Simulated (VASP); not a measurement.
# SiC (P6_3mc) in VASP: further runs

The runs below take SiC through single point, relaxation of the atoms, with PBE.

Everything below comes from runs of VASP 6.6.1. Logs are shortened: lines on timing, memory, paths and dates and some standing lists are left out, and cuts for length are marked.

## 1. The cell of the first run

It takes space group P6_3mc (No. 186, hexagonal). The conventional cell has a = 3.076 Å, b = 3.076 Å, c = 5.048 Å, α = 90.00°, β = 90.00°, γ = 120.00°. Within 2.5 Å of Si (site symmetry 3m) lie 4 C at 1.88 to 1.90 Å. C (site symmetry 3m) has 4 Si at 1.88 to 1.90 Å within 2.5 Å.

## 2. Single point, PBE

INCAR reads:

```
SYSTEM = SiC
PREC = Accurate
ENCUT = 520
EDIFF = 1E-7
ISMEAR = -1
SIGMA = 0.02
LREAL = .FALSE.
LASPH = .TRUE.
NELM = 80
ALGO = Normal
ISIF = 2
LWAVE = .FALSE.
LCHARG = .FALSE.
GGA = PE
NBANDS = 16
```

KPOINTS reads:

```
regular mesh
0
G
  10 10 6
  0 0 0
```

POSCAR reads:

```
SiC
1.0
    3.0760000000      0.0000000000      0.0000000000
   -1.5380000000      2.6638941420      0.0000000000
    0.0000000000      0.0000000000      5.0480000000
Si C
2 2
Direct
    0.3333333333      0.6666666667      0.0044948860
    0.6666666667      0.3333333333      0.5044948860
    0.3333333333      0.6666666667      0.3805051140
    0.6666666667      0.3333333333      0.8805051140
```

Potentials or basis: VASP PAW PBE potentials, release 64 (Si, C).

Launch:

```
cat potpaw_PBE.64/Si/POTCAR potpaw_PBE.64/C/POTCAR > POTCAR
mpirun -np 1 vasp_std > vasp.out
```

OUTCAR:

```text
SYSTEM = SiC
   PREC = Accurate
   ENCUT = 520
   EDIFF = 1E-7
   ISMEAR = -1
   LREAL = .FALSE.
   LASPH = .TRUE.
   NELM = 80
   ISIF = 2
   GGA = PE

 ion  position               nearest neighbor table
   1  0.333  0.667  0.004-   4 1.88   4 1.88   4 1.88   3 1.90   2 3.09   2 3.09   2 3.09   2 3.09
                             2 3.09   2 3.09
   2  0.667  0.333  0.504-   3 1.88   3 1.88   3 1.88   4 1.90   1 3.09   1 3.09   1 3.09   1 3.09
                             1 3.09   1 3.09
   3  0.333  0.667  0.381-   2 1.88   2 1.88   2 1.88   1 1.90
   4  0.667  0.333  0.881-   1 1.88   1 1.88   1 1.88   2 1.90

  LATTYP: Found a hexagonal cell.
 ALAT       =     3.0760000000
 C/A-ratio  =     1.6410923277

  Lattice vectors:

 A1 = (   3.0760000000,   0.0000000000,   0.0000000000)
 A2 = (  -1.5380000000,   2.6638941420,   0.0000000000)
 A3 = (   0.0000000000,   0.0000000000,   5.0480000000)

Analysis of symmetry for initial positions (statically):
=====================================================================
 Subroutine PRICEL returns:
 Original cell was already a primitive cell.

 Routine SETGRP: Setting up the symmetry group for a
 hexagonal supercell.

 Subroutine GETGRP returns: Found 12 space group operations
 (whereof  6 operations were pure point group operations)
 out of a pool of 24 trial point group operations.

The static configuration has the point symmetry C_3v.
 The point group associated with its full space group is C_6v.

Analysis of symmetry for dynamics (positions and initial velocities):
=====================================================================
 Subroutine PRICEL returns:
 Original cell was already a primitive cell.

 Routine SETGRP: Setting up the symmetry group for a
 hexagonal supercell.

 Subroutine GETGRP returns: Found 12 space group operations
 (whereof  6 operations were pure point group operations)
 out of a pool of 24 trial point group operations.

The dynamic configuration has the point symmetry C_3v.
 The point group associated with its full space group is C_6v.

 Subroutine INISYM returns: Found 12 space group operations
 (whereof  6 operations are pure point group operations),
 and found     1 'primitive' translations

----------------------------------------------------------------------------------------

                                     Primitive cell

  volume of cell :      41.3640

  direct lattice vectors                    reciprocal lattice vectors
     3.076000000  0.000000000  0.000000000     0.325097529  0.187695146  0.000000000
    -1.538000000  2.663894142  0.000000000     0.000000000  0.375390292  0.000000000
     0.000000000  0.000000000  5.048000000     0.000000000  0.000000000  0.198098257

  length of vectors
     3.076000000  3.076000000  5.048000000     0.375390292  0.375390292  0.198098257

  position of ions in fractional coordinates (direct lattice)
     0.333333333  0.666666667  0.004494886
     0.666666667  0.333333333  0.504494886
     0.333333333  0.666666667  0.380505114
     0.666666667  0.333333333  0.880505114

  ion indices of the primitive-cell ions
   primitive index   ion index
                 1           1
                 2           2
                 3           3
                 4           4

----------------------------------------------------------------------------------------

 KPOINTS: regular mesh

Automatic generation of k-mesh.
 Grid dimensions read from file:
 generate k-points for:   10   10    6

 Generating k-lattice:

  Cartesian coordinates                     Fractional coordinates (reciprocal lattice)
     0.032509753  0.018769515  0.000000000     0.100000000  0.000000000  0.000000000
     0.000000000  0.037539029  0.000000000     0.000000000  0.100000000  0.000000000
     0.000000000  0.000000000  0.033016376     0.000000000  0.000000000  0.166666667

  Length of vectors
     0.037539029  0.037539029  0.033016376

  Shift w.r.t. Gamma in fractional coordinates (k-lattice)
     0.000000000  0.000000000  0.000000000

 Subroutine IBZKPT returns following result:
 ===========================================

 Found     56 irreducible k-points:

 Following reciprocal coordinates:
            Coordinates               Weight
  0.000000  0.000000  0.000000      1.000000
  0.100000 -0.000000  0.000000      6.000000
  0.200000 -0.000000  0.000000      6.000000
  0.300000  0.000000  0.000000      6.000000
  0.400000 -0.000000  0.000000      6.000000
  0.500000  0.000000  0.000000      3.000000
[... 16 lines left out ...]
  0.300000  0.100000  0.166667     24.000000
  0.400000  0.100000  0.166667     24.000000
 [... further k-points ...]
   k-points           NKPTS =     56   k-points in BZ     NKDIM =     56   number of bands    NBANDS=     16
   number of dos      NEDOS =    301   number of ions     NIONS =      4
   total plane-waves  NPLWV =  23040
   dimension x,y,z NGX =    24 NGY =   24 NGZ =   40
   dimension x,y,z NGXF=    48 NGYF=   48 NGZF=   80
   ions per type =               2   2
   NGX,Y,Z   is equivalent  to a cutoff of  12.97, 12.97, 13.17 a.u.
   NGXF,Y,Z  is equivalent  to a cutoff of  25.94, 25.94, 26.35 a.u.
 SYSTEM =  SiC
   PREC   = accura    normal or accurate (medium, high low for compatibility)
   ISTART =      0    job   : 0-new  1-cont  2-samecut
   ICHARG =      2    charge: 1-file 2-atom 10-const
   ISPIN  =      1    spin polarized calculation?
   LNONCOLLINEAR =      F non collinear calculations
   LSORBIT =      F    spin-orbit coupling
   LASPH  =      T    aspherical Exc in radial PAW
   ENCUT  =  520.0 eV  38.22 Ry    6.18 a.u.   5.72  5.72  9.39*2*pi/ulx,y,z
   NELM   =     80;   NELMIN=  2; NELMDL= -5     # of ELM steps
   EDIFF  = 0.1E-06   stopping-criterion for ELM
   LREAL  =      F    real-space projection
   EDIFFG = 0.1E-05   stopping-criterion for IOM
   NSW    =      0    number of steps for IOM
   IBRION =     -1    ionic relax: 0-MD 1-quasi-New 2-CG
   NFREE  =      0    steps in history (QN), initial steepest desc. (CG)
   ISIF   =      2    stress and relaxation
   ISYM   =      2    0-nonsym 1-usesym 2-fastsym
   POTIM  = 0.5000    time-step for ionic-motion
   TEBEG  =    0.0;   TEEND  =   0.0 temperature during run
   PSTRESS=    0.0 pullay stress
   NELECT =      16.0000    total number of electrons
   NUPDOWN=      -1.0000    fix difference up-down
   EMIN   =  10.00;   EMAX   =-10.00  energy-range for DOS
   EFERMI =   0.00;   METHOD = LEGACY
   ISMEAR =    -1;   SIGMA  =   0.02  broadening in eV -4-tet -1-fermi 0-gaus
   EFERMI_NEDOS =   21; number of points for ismear=-14 and -15
   IALGO  =     38    algorithm
   IMIX   =      4    mixing-type and parameters
     AMIX     =   0.40;   BMIX     =  1.00
     AMIX_MAG =   1.60;   BMIX_MAG =  1.00
  volume/ion in A,a.u.               =      10.34        69.78
  Fermi-wavevector in a.u.,A,eV,Ry     =   1.192817  2.254098 19.358549  1.422813
  Thomas-Fermi vector in A             =   2.328847
   LORBIT       =      0    0 simple, 1 ext, 2 COOP (PROOUT), +10 PAW based schemes
   GGA     = PE    functional components
   LHFCALC =     F    Hartree Fock is set to
   AEXX    =    0.0000 exact exchange contribution
   IVDW    =     0    specifies the selected vdW correction
   LEPSILON=     F    determine dielectric tensor
   LRPA    =     F    only Hartree local field effects (RPA)
 non-spin polarized calculation
  energy-cutoff  :      520.00
  volume of cell :       41.36
 maximum number of plane-waves:      1132
 NGX is ok and might be reduce to    24
   NGX = 11   NGY = 11   NGZ = 19

 number of electron      16.0000000 magnetization

 Free energy of the ion-electron system (eV)
  ---------------------------------------------------
  ext. energy  EPLUGINS =         0.00000000
  ---------------------------------------------------
  free energy    TOTEN  =       -30.10332214 eV

  energy without entropy =      -30.10332214  energy(sigma->0) =      -30.10332214

 E-fermi :   8.6689     XC(G=0): -11.3502

 val. band max:        8.2570782230   @ k =   0.0000   0.0000   0.0000
 cond. band min:      10.6943909532   @ k =   0.3000   0.3000   0.0000
 fundamental gap:      2.4373127302
 Fermi energy:         8.6688727220

 k-point     1 :       0.0000    0.0000    0.0000
  band No.  band energies     occupation
      1      -7.3096      2.00000
      2      -3.7441      2.00000
      3      -0.4345      2.00000
      4       6.9408      2.00000
      5       6.9408      2.00000
      6       8.1538      2.00000
[... 8 lines left out ...]
     15      17.2135      0.00000
     16      19.6010      0.00000

 k-point     2 :       0.1000   -0.0000    0.0000
  band No.  band energies     occupation
      1      -7.1362      2.00000
      2      -3.5964      2.00000
      3      -0.2749      2.00000
      4       5.9966      2.00000
      5       6.6476      2.00000
      6       7.6117      2.00000
[... 8 lines left out ...]
     15      17.6355      0.00000
     16      18.4270      0.00000

 k-point     3 :       0.2000   -0.0000    0.0000
  band No.  band energies     occupation
      1      -6.6228      2.00000
      2      -3.1732      2.00000
      3       0.1826      2.00000
      4       4.1098      2.00000
      5       6.0418      2.00000
      6       6.1432      2.00000
[... 8 lines left out ...]
     15      17.9612      0.00000
     16      18.4645      0.00000

 k-point     4 :       0.3000    0.0000    0.0000
  band No.  band energies     occupation
      1      -5.7959      2.00000
      2      -2.5727      2.00000
      3       0.7724      2.00000
      4       2.3399      2.00000
      5       4.4431      2.00000
      6       5.4632      2.00000
[... 8 lines left out ...]
     15      18.7908      0.00000
     16      19.9015      0.00000

 k-point     5 :       0.4000   -0.0000    0.0000
  band No.  band energies     occupation
      1      -4.7430      2.00000
      2      -2.2154      2.00000
      3       0.5074      2.00000
      4       2.2366      2.00000
      5       2.8871      2.00000
      6       5.0737      2.00000
[... 8 lines left out ...]
     15      19.4137      0.00000
     16      20.4487      0.00000

 k-point     6 :       0.5000    0.0000    0.0000
  band No.  band energies     occupation
      1      -3.9877      2.00000
      2      -2.5236      2.00000
      3       0.4933      2.00000
      4       1.9679      2.00000
      5       2.8325      2.00000
      6       4.9380      2.00000
[... 8 lines left out ...]
     15      18.5848      0.00000
     16      20.7722      0.00000
[... 267 lines left out ...]
 k-point    21 :       0.1000    0.1000    0.1667
  band No.  band energies     occupation
      1      -6.6585      2.00000
      2      -3.8287      2.00000
      3       0.7469      2.00000
      4       4.9263      2.00000
      5       5.8258      2.00000
      6       6.5204      2.00000
[... 8 lines left out ...]
     15      18.0659      0.00000
     16      18.6460      0.00000

 k-point    22 :       0.2000    0.1000    0.1667
  band No.  band energies     occupation
      1      -5.9891      2.00000
      2      -3.2623      2.00000
      3       1.1582      2.00000
      4       3.3674      2.00000
      5       4.5818      2.00000
      6       5.4746      2.00000
[... 8 lines left out ...]
     15      18.4355      0.00000
     16      19.1303      0.00000

 k-point    23 :       0.3000    0.1000    0.1667
  band No.  band energies     occupation
      1      -5.0413      2.00000
      2      -2.5912      2.00000
      3       0.8430      2.00000
      4       2.7289      2.00000
      5       3.2138      2.00000
      6       4.6849      2.00000
[... 8 lines left out ...]
     15      19.1655      0.00000
     16      20.0260      0.00000

 k-point    24 :       0.4000    0.1000    0.1667
  band No.  band energies     occupation
      1      -4.0100      2.00000
      2      -2.4023      2.00000
      3       0.2405      2.00000
      4       1.8148      2.00000
      5       3.3726      2.00000
      6       4.4297      2.00000
[... 8 lines left out ...]
     15      19.7092      0.00000
     16      21.0757      0.00000

 [... further k-points ...]
[... 5 lines left out ...]
  --------------------------------------------------------------------------------------
  -------------------------------------------------------------------------------------
  Total        0.8825631      0.8825631      0.8418392      0.0000000      0.0000000      0.0000000
  in kB       34.1848511     34.1848511     32.6074680      0.0000000      0.0000000      0.0000000
  external PRESSURE =      33.6590567 kB  Pullay stress =       0.0000000 kB

 VOLUME and BASIS-vectors are now :
 -----------------------------------------------------------------------------
  energy-cutoff  :      520.00
  volume of cell :       41.36
      direct lattice vectors                 reciprocal lattice vectors
     3.076000000  0.000000000  0.000000000     0.325097529  0.187695146  0.000000000
    -1.538000000  2.663894142  0.000000000     0.000000000  0.375390292  0.000000000
     0.000000000  0.000000000  5.048000000     0.000000000  0.000000000  0.198098257

 POSITION                                       TOTAL-FORCE (eV/Angst)
 -----------------------------------------------------------------------------------
     -0.00000      1.77593      0.02269         0.000000      0.000000      0.018159
      1.53800      0.88796      2.54669        -0.000000     -0.000000      0.018159
     -0.00000      1.77593      1.92079        -0.000000      0.000000     -0.018159
      1.53800      0.88796      4.44479         0.000000     -0.000000     -0.018159
 -----------------------------------------------------------------------------------
    total drift:                               -0.000000     -0.000000     -0.000148

  FREE ENERGIE OF THE ION-ELECTRON SYSTEM (eV)
  ---------------------------------------------------
  free  energy   TOTEN  =       -30.1033221447 eV

  energy  without entropy=      -30.1033221447  energy(sigma->0) =      -30.10332214
```

Wall time 20 s (1 thread of Intel Xeon Platinum 8488C (Sapphire Rapids), shared host); peak memory 0.17 GiB.

Results:

```
Free energy            : -30.1033 eV
Pressure               : 3.4 GPa
Largest force          : 0.018 eV/Å
Band gap on the k mesh : 2.44 eV (least direct gap 3.97 eV)
```

Forces in eV/Å, atoms in the order of the input:
```
Si   0.000  0.000  0.018
Si   0.000  0.000  0.018
C    0.000  0.000 -0.018
C    0.000  0.000 -0.018
```

Caveat: the cell stands under pressure. As with any semilocal functional, this PBE gap is likely too small.

[end of part 1 of 2]
